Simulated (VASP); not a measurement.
# RbGe (Pm-3m) in VASP: notebook

Runs on RbGe. Level: LDA. Tasks: single point, relaxation of cell and atoms.

Program: VASP 6.6.1. These are calculated values, not measurements. Logs are shortened: lines on timing, memory, paths and dates and some standing lists are left out, and cuts for length are marked.

## 1. The cell of the first run

The structure is cubic, space group Pm-3m (No. 221). The conventional cell has a = 3.984 Å, b = 3.984 Å, c = 3.984 Å, α = 90.00°, β = 90.00°, γ = 90.00°. Rb (site symmetry m-3m) has 8 Ge at 3.45 Å and 6 Rb at 3.98 Å within 4.5 Å. Within 4.5 Å of Ge (site symmetry m-3m) lie 8 Rb at 3.45 Å and 6 Ge at 3.98 Å.

## 2. Single point, LDA

INCAR reads:

```
ALGO = Normal ; EDIFF = 1E-6
ENCUT = 500 ; GGA = CA
GGA_COMPAT = F ; ISIF = 2
ISMEAR = -1 ; LASPH = T
LCHARG = T ; LELF = T
LREAL = F ; LVHAR = T
LWAVE = F ; NBANDS = 18
NELM = 120 ; PREC = Accurate
SIGMA = 0.1
```

KPOINTS reads:

```
k-points
0
Gamma
  6 6 6
```

POSCAR reads:

```
RbGe
1.0
    3.9842917949      0.0000000000      0.0000000000
    0.0000000000      3.9842917949      0.0000000000
    0.0000000000      0.0000000000      3.9842917949
Rb Ge
1 1
Direct
    0.0000000000      0.0000000000      0.0000000000
    0.5000000000      0.5000000000      0.5000000000
```

Potentials or basis: VASP PAW LDA potentials, release 64 (Rb_sv, Ge_d).

Command:

```
$ cat potpaw_LDA.64/Rb_sv/POTCAR potpaw_LDA.64/Ge_d/POTCAR > POTCAR
$ mpirun -np 1 vasp_std > vasp.out
```

OUTCAR:

```text
EDIFF = 1E-6
   ENCUT = 500
   GGA = CA
   ISIF = 2
   ISMEAR = -1
   LASPH = T
   LREAL = F
   NELM = 120
   PREC = Accurate

 ion  position               nearest neighbor table
   1  0.000  0.000  0.000-   2 3.45   2 3.45   2 3.45   2 3.45   2 3.45   2 3.45   2 3.45   2 3.45

   2  0.500  0.500  0.500-   1 3.45   1 3.45   1 3.45   1 3.45   1 3.45   1 3.45   1 3.45   1 3.45

  LATTYP: Found a simple cubic cell.
 ALAT       =     3.9842917949

  Lattice vectors:

 A1 = (   3.9842917949,   0.0000000000,   0.0000000000)
 A2 = (   0.0000000000,   3.9842917949,   0.0000000000)
 A3 = (   0.0000000000,   0.0000000000,   3.9842917949)

Analysis of symmetry for initial positions (statically):
=====================================================================
 Subroutine PRICEL returns:
 Original cell was already a primitive cell.

 Routine SETGRP: Setting up the symmetry group for a
 simple cubic supercell.

 Subroutine GETGRP returns: Found 48 space group operations
 (whereof 48 operations were pure point group operations)
 out of a pool of 48 trial point group operations.

The static configuration has the point symmetry O_h .

Analysis of symmetry for dynamics (positions and initial velocities):
=====================================================================
 Subroutine PRICEL returns:
 Original cell was already a primitive cell.

 Routine SETGRP: Setting up the symmetry group for a
 simple cubic supercell.

 Subroutine GETGRP returns: Found 48 space group operations
 (whereof 48 operations were pure point group operations)
 out of a pool of 48 trial point group operations.

The dynamic configuration has the point symmetry O_h .

 Subroutine INISYM returns: Found 48 space group operations
 (whereof 48 operations are pure point group operations),
 and found     1 'primitive' translations

----------------------------------------------------------------------------------------

                                     Primitive cell

  volume of cell :      63.2490

  direct lattice vectors                    reciprocal lattice vectors
     3.984291795  0.000000000  0.000000000     0.250985633  0.000000000  0.000000000
     0.000000000  3.984291795  0.000000000     0.000000000  0.250985633  0.000000000
     0.000000000  0.000000000  3.984291795     0.000000000  0.000000000  0.250985633

  length of vectors
     3.984291795  3.984291795  3.984291795     0.250985633  0.250985633  0.250985633

  position of ions in fractional coordinates (direct lattice)
     0.000000000  0.000000000  0.000000000
     0.500000000  0.500000000  0.500000000

  ion indices of the primitive-cell ions
   primitive index   ion index
                 1           1
                 2           2

----------------------------------------------------------------------------------------

 KPOINTS: k-points

Automatic generation of k-mesh.
 Grid dimensions read from file:
 generate k-points for:    6    6    6

 Generating k-lattice:

  Cartesian coordinates                     Fractional coordinates (reciprocal lattice)
     0.041830939  0.000000000  0.000000000     0.166666667  0.000000000  0.000000000
     0.000000000  0.041830939  0.000000000     0.000000000  0.166666667  0.000000000
     0.000000000  0.000000000  0.041830939     0.000000000  0.000000000  0.166666667

  Length of vectors
     0.041830939  0.041830939  0.041830939

  Shift w.r.t. Gamma in fractional coordinates (k-lattice)
     0.000000000  0.000000000  0.000000000

 Subroutine IBZKPT returns following result:
 ===========================================

 Found     20 irreducible k-points:

 Following reciprocal coordinates:
            Coordinates               Weight
  0.000000  0.000000  0.000000      1.000000
  0.166667  0.000000  0.000000      6.000000
  0.333333  0.000000  0.000000      6.000000
  0.500000  0.000000  0.000000      3.000000
  0.166667  0.166667  0.000000     12.000000
  0.333333  0.166667  0.000000     24.000000
[... 12 lines left out ...]
  0.500000  0.500000  0.333333      6.000000
  0.500000  0.500000  0.500000      1.000000
   k-points           NKPTS =     20   k-points in BZ     NKDIM =     20   number of bands    NBANDS=     18
   number of dos      NEDOS =    301   number of ions     NIONS =      2
   total plane-waves  NPLWV =  27000
   dimension x,y,z NGX =    30 NGY =   30 NGZ =   30
   dimension x,y,z NGXF=    60 NGYF=   60 NGZF=   60
   ions per type =               1   1
   NGX,Y,Z   is equivalent  to a cutoff of  12.52, 12.52, 12.52 a.u.
   NGXF,Y,Z  is equivalent  to a cutoff of  25.04, 25.04, 25.04 a.u.
 SYSTEM =  unknown system
   PREC   = accura    normal or accurate (medium, high low for compatibility)
   ISTART =      0    job   : 0-new  1-cont  2-samecut
   ICHARG =      2    charge: 1-file 2-atom 10-const
   ISPIN  =      1    spin polarized calculation?
   LNONCOLLINEAR =      F non collinear calculations
   LSORBIT =      F    spin-orbit coupling
   LASPH  =      T    aspherical Exc in radial PAW
   ENCUT  =  500.0 eV  36.75 Ry    6.06 a.u.   7.26  7.26  7.26*2*pi/ulx,y,z
   NELM   =    120;   NELMIN=  2; NELMDL= -5     # of ELM steps
   EDIFF  = 0.1E-05   stopping-criterion for ELM
   LREAL  =      F    real-space projection
   EDIFFG = 0.1E-04   stopping-criterion for IOM
   NSW    =      0    number of steps for IOM
   IBRION =     -1    ionic relax: 0-MD 1-quasi-New 2-CG
   NFREE  =      0    steps in history (QN), initial steepest desc. (CG)
   ISIF   =      2    stress and relaxation
   ISYM   =      2    0-nonsym 1-usesym 2-fastsym
   POTIM  = 0.5000    time-step for ionic-motion
   TEBEG  =    0.0;   TEEND  =   0.0 temperature during run
   PSTRESS=    0.0 pullay stress
   NELECT =      23.0000    total number of electrons
   NUPDOWN=      -1.0000    fix difference up-down
   EMIN   =  10.00;   EMAX   =-10.00  energy-range for DOS
   EFERMI =   0.00;   METHOD = LEGACY
   ISMEAR =    -1;   SIGMA  =   0.10  broadening in eV -4-tet -1-fermi 0-gaus
   EFERMI_NEDOS =   21; number of points for ismear=-14 and -15
   IALGO  =     38    algorithm
   IMIX   =      4    mixing-type and parameters
     AMIX     =   0.40;   BMIX     =  1.00
     AMIX_MAG =   1.60;   BMIX_MAG =  1.00
  volume/ion in A,a.u.               =      31.62       213.41
  Fermi-wavevector in a.u.,A,eV,Ry     =   1.168511  2.208166 18.577653  1.365419
  Thomas-Fermi vector in A             =   2.304997
   LORBIT       =      0    0 simple, 1 ext, 2 COOP (PROOUT), +10 PAW based schemes
   GGA     = CA    functional components
   LHFCALC =     F    Hartree Fock is set to
   AEXX    =    0.0000 exact exchange contribution
   IVDW    =     0    specifies the selected vdW correction
   LEPSILON=     F    determine dielectric tensor
   LRPA    =     F    only Hartree local field effects (RPA)
 non-spin polarized calculation
  energy-cutoff  :      500.00
  volume of cell :       63.25
 maximum number of plane-waves:      1640
 NGX is ok and might be reduce to    30
   NGX = 15   NGY = 15   NGZ = 15

 number of electron      22.9999993 magnetization

 Free energy of the ion-electron system (eV)
  ---------------------------------------------------
  ext. energy  EPLUGINS =         0.00000000
  ---------------------------------------------------
  free energy    TOTEN  =        -5.40242662 eV

  energy without entropy =       -5.36518971  energy(sigma->0) =       -5.38380817

 E-fermi :   1.8452     XC(G=0):  -9.1191

 val. band max:        1.6853339948   @ k =   0.5000   0.3333   0.0000
 cond. band min:       1.8947831006   @ k =   0.1667   0.1667   0.0000
 fundamental gap:      0.2094491058
 Fermi energy:         1.8452241185

 k-point     1 :       0.0000    0.0000    0.0000
  band No.  band energies     occupation
      1     -24.8270      2.00000
      2     -22.6508      2.00000
      3     -22.6508      2.00000
      4     -22.6508      2.00000
      5     -22.6489      2.00000
      6     -22.6489      2.00000
[... 10 lines left out ...]
     17      10.0108      0.00000
     18      10.0108      0.00000

 k-point     2 :       0.1667    0.0000    0.0000
  band No.  band energies     occupation
      1     -24.8183      2.00000
      2     -22.6512      2.00000
      3     -22.6512      2.00000
      4     -22.6508      2.00000
      5     -22.6489      2.00000
      6     -22.6477      2.00000
[... 10 lines left out ...]
     17       9.9797      0.00000
     18       9.9989      0.00000

 k-point     3 :       0.3333    0.0000    0.0000
  band No.  band energies     occupation
      1     -24.8007      2.00000
      2     -22.6519      2.00000
      3     -22.6519      2.00000
      4     -22.6507      2.00000
      5     -22.6488      2.00000
      6     -22.6453      2.00000
[... 10 lines left out ...]
     17       9.5022      0.00000
     18      10.2786      0.00000

 k-point     4 :       0.5000    0.0000    0.0000
  band No.  band energies     occupation
      1     -24.7919      2.00000
      2     -22.6523      2.00000
      3     -22.6523      2.00000
      4     -22.6507      2.00000
      5     -22.6488      2.00000
      6     -22.6441      2.00000
[... 10 lines left out ...]
     17      10.3287      0.00000
     18      10.7309      0.00000

 k-point     5 :       0.1667    0.1667    0.0000
  band No.  band energies     occupation
      1     -24.8098      2.00000
      2     -22.6514      2.00000
      3     -22.6511      2.00000
      4     -22.6511      2.00000
      5     -22.6483      2.00000
      6     -22.6471      2.00000
[... 10 lines left out ...]
     17       9.1710      0.00000
     18      10.2077      0.00000

 k-point     6 :       0.3333    0.1667    0.0000
  band No.  band energies     occupation
      1     -24.7928      2.00000
      2     -22.6518      2.00000
      3     -22.6518      2.00000
      4     -22.6510      2.00000
      5     -22.6480      2.00000
      6     -22.6448      2.00000
[... 10 lines left out ...]
     17       8.9216      0.00000
     18      10.3672      0.00000

 k-point     7 :       0.5000    0.1667    0.0000
  band No.  band energies     occupation
      1     -24.7842      2.00000
      2     -22.6522      2.00000
      3     -22.6521      2.00000
      4     -22.6510      2.00000
      5     -22.6479      2.00000
      6     -22.6437      2.00000
[... 10 lines left out ...]
     17       9.2282      0.00000
     18       9.7343      0.00000

 k-point     8 :       0.3333    0.3333    0.0000
  band No.  band energies     occupation
      1     -24.7767      2.00000
      2     -22.6518      2.00000
      3     -22.6517      2.00000
      4     -22.6517      2.00000
      5     -22.6470      2.00000
      6     -22.6434      2.00000
[... 10 lines left out ...]
     17       9.3227      0.00000
     18       9.5709      0.00000
[... 145 lines left out ...]
     17       9.4927      0.00000
     18      10.7938      0.00000

 k-point    16 :       0.5000    0.5000    0.1667
  band No.  band energies     occupation
      1     -24.7529      2.00000
      2     -22.6525      2.00000
      3     -22.6525      2.00000
      4     -22.6520      2.00000
      5     -22.6451      2.00000
      6     -22.6415      2.00000
[... 10 lines left out ...]
     17       8.8897      0.00000
     18      12.1879      0.00000

 k-point    17 :       0.3333    0.3333    0.3333
  band No.  band energies     occupation
      1     -24.7528      2.00000
      2     -22.6530      2.00000
      3     -22.6530      2.00000
      4     -22.6519      2.00000
      5     -22.6433      2.00000
      6     -22.6433      2.00000
[... 10 lines left out ...]
     17      10.6577      0.00000
     18      11.1732      0.00000

 k-point    18 :       0.5000    0.3333    0.3333
  band No.  band energies     occupation
      1     -24.7448      2.00000
      2     -22.6534      2.00000
      3     -22.6529      2.00000
      4     -22.6524      2.00000
      5     -22.6432      2.00000
      6     -22.6420      2.00000
[... 10 lines left out ...]
     17      11.4341      0.00000
     18      11.7226      0.00000

 k-point    19 :       0.5000    0.5000    0.3333
  band No.  band energies     occupation
      1     -24.7368      2.00000
      2     -22.6533      2.00000
      3     -22.6533      2.00000
      4     -22.6532      2.00000
      5     -22.6426      2.00000
      6     -22.6414      2.00000
[... 10 lines left out ...]
     17      11.2165      0.00000
     18      12.3714      0.00000

 k-point    20 :       0.5000    0.5000    0.5000
  band No.  band energies     occupation
      1     -24.7287      2.00000
      2     -22.6538      2.00000
      3     -22.6538      2.00000
      4     -22.6538      2.00000
      5     -22.6414      2.00000
      6     -22.6414      2.00000
[... 10 lines left out ...]
     17      12.1252      0.00000
     18      12.1252      0.00000

------------------------ aborting loop because EDIFF is reached ----------------------------------------

  FORCE on cell =-STRESS in cart. coord.  units (eV):
  Direction    XX          YY          ZZ          XY          YZ          ZX
  --------------------------------------------------------------------------------------
  -------------------------------------------------------------------------------------
  Total       -0.2054825     -0.2054825     -0.2054825      0.0000000      0.0000000     -0.0000000
  in kB       -5.2051357     -5.2051357     -5.2051357      0.0000000      0.0000000     -0.0000000
  external PRESSURE =      -5.2051357 kB  Pullay stress =       0.0000000 kB

 VOLUME and BASIS-vectors are now :
 -----------------------------------------------------------------------------
  energy-cutoff  :      500.00
  volume of cell :       63.25
      direct lattice vectors                 reciprocal lattice vectors
     3.984291795  0.000000000  0.000000000     0.250985633  0.000000000  0.000000000
     0.000000000  3.984291795  0.000000000     0.000000000  0.250985633  0.000000000
     0.000000000  0.000000000  3.984291795     0.000000000  0.000000000  0.250985633

 POSITION                                       TOTAL-FORCE (eV/Angst)
 -----------------------------------------------------------------------------------
      0.00000      0.00000      0.00000         0.000000      0.000000      0.000000
      1.99215      1.99215      1.99215         0.000000      0.000000      0.000000
 -----------------------------------------------------------------------------------
    total drift:                                0.000000      0.000000      0.000000

  FREE ENERGIE OF THE ION-ELECTRON SYSTEM (eV)
  ---------------------------------------------------
  free  energy   TOTEN  =        -5.4024266232 eV

  energy  without entropy=       -5.3651897095  energy(sigma->0) =       -5.38380817
```

Run time: 34 s. Hardware: 1 thread of Intel Xeon 8259CL, shared host; peak memory 0.15 GiB.

Results:

| Item | Value |
| --- | --- |
| Free energy | -5.4024 eV |
| Pressure | -0.5 GPa |
| Band gap on the k mesh | zero (an odd number of electrons rules out a gap without spin polarisation) |

Levels at points of the mesh, in eV from the Fermi level:
```csv
k point,band 7,band 8,band 9,band 10,band 11,band 12,band 13,band 14,band 15,band 16
"(0.00, 0.00, 0.00)",-10.74,-10.74,-10.74,-8.30,1.78,1.78,1.78,2.95,2.95,4.52
"(0.50, 0.00, 0.00)",-11.52,-10.66,-10.66,-7.03,-2.18,1.37,1.37,4.34,6.44,6.88
"(0.50, 0.50, 0.00)",-11.21,-11.21,-10.61,-7.29,-0.49,-0.49,2.36,2.83,5.30,5.82
"(0.50, 0.50, 0.50)",-11.08,-11.08,-11.08,-6.63,-1.31,-1.31,-1.31,6.29,6.29,6.29
```

Caveat: an odd number of electrons without spin polarisation forces a metal; a magnetic or distorted state may lie lower.

## 3. Relaxation of cell and atoms, LDA

This run uses another cell than the first one, of 43.18 Å³/atom.

INCAR reads:

```
PREC = Accurate ; ENCUT = 500
EDIFF = 1E-7 ; ISMEAR = -1
SIGMA = 0.1 ; LREAL = False
LASPH = True ; NELM = 120
ALGO = Normal ; ISIF = 3
LWAVE = False ; LCHARG = False
IBRION = 2 ; NSW = 80
EDIFFG = -0.02 ; GGA_COMPAT = False
NELMIN = 4
```

KPOINTS reads:

```
regular mesh
0
Gamma
  5 5 5
```

POSCAR reads:

```
RbGe
1.0
    4.4200000000      0.0000000000      0.0000000000
    0.0000000000      4.4200000000      0.0000000000
    0.0000000000      0.0000000000      4.4200000000
Rb Ge
1 1
Direct
    0.0000000000      0.0000000000      0.0000000000
    0.5000000000      0.5000000000      0.5000000000
```

Potentials or basis: VASP PAW LDA potentials, release 64 (Rb_sv, Ge_d).

Command:

```
$ cat potpaw_LDA.64/Rb_sv/POTCAR potpaw_LDA.64/Ge_d/POTCAR > POTCAR
$ mpirun -np 1 vasp_std > vasp.out
```

It used 58 s of CPU time on 1 thread of Intel Xeon 8259CL, on a shared host.

Results (log left out):

| Item | Value |
| --- | --- |
| Free energy | -5.3469 eV |
| Relaxed volume | 31.09 Å³/atom |
| Relaxed cell | a = 3.962 Å, b = 3.962 Å, c = 3.962 Å, α = 90.00°, β = 90.00°, γ = 90.00° |
| Space group after relaxing (to 0.1 Å) | Pm-3m (No. 221) |
| Energy gained by relaxing | 170.0 meV/atom |
| Ionic steps | 5 |
| Pressure after relaxing | 0.0 GPa |
| Band gap on the k mesh | zero (an odd number of electrons rules out a gap without spin polarisation) |

Step by step:
| step | energy change (eV) | largest force (eV/Å) | pressure (GPa) | volume (Å³) |
| --- | --- | --- | --- | --- |
| 1 | 0.0000 | 0.0000 | -3.40 | 86.35 |
| 2 | -0.2108 | 0.0000 | -2.64 | 75.41 |
| 3 | -0.3303 | 0.0000 | -0.92 | 65.35 |
| 4 | -0.3393 | 0.0000 | 0.29 | 61.27 |
| 5 | -0.3400 | 0.0000 | -0.02 | 62.18 |

Final structure:
```
CELL_PARAMETERS angstrom
3.96162 0.00000 0.00000
0.00000 3.96162 0.00000
0.00000 0.00000 3.96162
ATOMIC_POSITIONS crystal
Rb 0.00000 0.00000 0.00000
Ge 0.50000 0.50000 0.50000
```

Levels at points of the mesh, in eV from the Fermi level:
```csv
k point,band 8,band 9,band 10,band 11,band 12,band 13,band 14,band 15
"(0.00, 0.00, 0.00)",-10.83,-10.83,-8.45,1.71,1.71,1.71,2.82,2.82
```

Caveat: the volume moved by over 15 % at a fixed basis, so the end points are rough; an odd number of electrons without spin polarisation forces a metal; a magnetic or distorted state may lie lower.

The gap in the log of VASP goes by the Fermi energy; the results here count the filled bands.